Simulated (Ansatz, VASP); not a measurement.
**Two plane-wave programs on BeS**

```
CELL_PARAMETERS angstrom
0.00000 2.43923 2.43923
2.43923 0.00000 2.43923
2.43923 2.43923 0.00000
ATOMIC_POSITIONS crystal
Be 0.00000 0.00000 0.00000
S 0.75000 0.75000 0.75000
```

Change from the starting cell: species swapped into the AlN type (F-43m, No. 216).

Alike in both runs: functional PBE; k mesh 5 × 5 × 5; occupations gaussian, width 0.15 eV; no spin polarisation.

Ansatz relaxed the structure, and its values are those at the end. VASP's run is a single point on that final structure, the one shown.

|  | VASP | Ansatz |
| --- | --- | --- |
| version | VASP 6.6.1 | Ansatz 0.2.0 |
| potentials or method | VASP PAW PBE potentials, release 64 (Be, S), cutoff 600 eV | scalar-relativistic, plane waves, PAW |
| valence electrons in the cell | 8 | 8 |

```csv
,VASP,Ansatz,Ansatz less VASP
gap on the k mesh at the Fermi level (eV),3.43,3.43,-0.002
least direct gap on the mesh (eV),5.67,5.65,-0.017
pressure (GPa),0.0,0.0,-0.05
```

The k mesh is coarse, so the values compare programs but aren't converged.
